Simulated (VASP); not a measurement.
A run of VASP 6.6.1 is set up as follows.

INCAR

```
SYSTEM = Zr2Nb3Cu3
ALGO = Normal
EDIFF = 1E-7
ENCUT = 520
GGA = PE
ISIF = 2
ISMEAR = -1
ISYM = 0
LASPH = .True.
LCHARG = .True.
LELF = .True.
LREAL = Auto
LVHAR = .True.
LWAVE = .False.
NBANDS = 110
NELM = 60
PREC = Accurate
SIGMA = 0.1034
```

The input KPOINTS:

```
Automatic mesh
0
Gamma
  1 1 1
  0.25 0.25 0.25
```

File POSCAR:

```
Zr2Nb3Cu3
1.0
    6.8185840000      0.0521060000     -0.0543080000
    0.0521060000      6.6479630000     -0.2149050000
   -0.0543080000     -0.2149050000      6.4861440000
Nb Cu Zr
6 6 4
Direct
    0.7893869451      0.8476480610      0.2927514148
    0.0419110603      0.5797613823      0.4737816067
    0.7940044825      0.8286039631      0.7052459720
    0.0407844813      0.0707293129      0.0323862693
    0.2526635173      0.8220723554      0.7629505466
    0.8154461871      0.3318470587      0.2022270618
    0.2500178944      0.3536757161      0.8186757265
    0.0843282198      0.0305621547      0.4705664347
    0.5737682004      0.5749024751      0.9699222866
    0.4160591350      0.2528294618      0.1836210628
    0.9866910628      0.6019781808      0.9768278871
    0.5990752946      0.0086115292      0.9807382078
    0.4621690403      0.0771189288      0.5271006502
    0.8336964755      0.2808507290      0.7228116758
    0.3086171692      0.7353525423      0.1767027250
    0.5571201236      0.5374026666      0.5271647684
```

Potentials or basis: VASP PAW PBE potentials, release 64 (Nb_sv, Cu, Zr_sv).

The run is started by

```sh
$ cat potpaw_PBE.64/Nb_sv/POTCAR potpaw_PBE.64/Cu/POTCAR potpaw_PBE.64/Zr_sv/POTCAR > POTCAR
$ mpirun -np 1 vasp_std > vasp.out
```

**Question.** Predict the band gap on the k mesh.

**Answer.** 0.13 eV.

**Question.** What does it give for the largest force?

**Answer.** 2.113 eV/Å.

**Question.** Predict the pressure.

**Answer.** -2.8 GPa.

Forces on the atoms (eV/Å):
```
Nb  -0.017 -0.366 -0.868
Nb   0.704 -0.738 -0.130
Nb   0.100 -0.109  1.000
Nb   0.666 -0.869 -0.254
Nb   0.216 -0.507  0.128
Nb  -0.591  0.131  1.171
Cu   0.086  0.171 -0.369
Cu  -0.375  0.497  0.030
Cu   1.334 -0.310 -0.709
Cu  -0.507  0.901 -0.356
Cu  -0.224  0.172  0.132
Cu  -0.652  0.208  0.166
Zr   0.573  0.563 -0.286
Zr   0.426 -0.375 -0.052
Zr  -0.895  0.479  1.853
Zr  -0.844  0.152 -1.457
```

Caveat: the k points lie up to 0.97 Å⁻¹ apart.
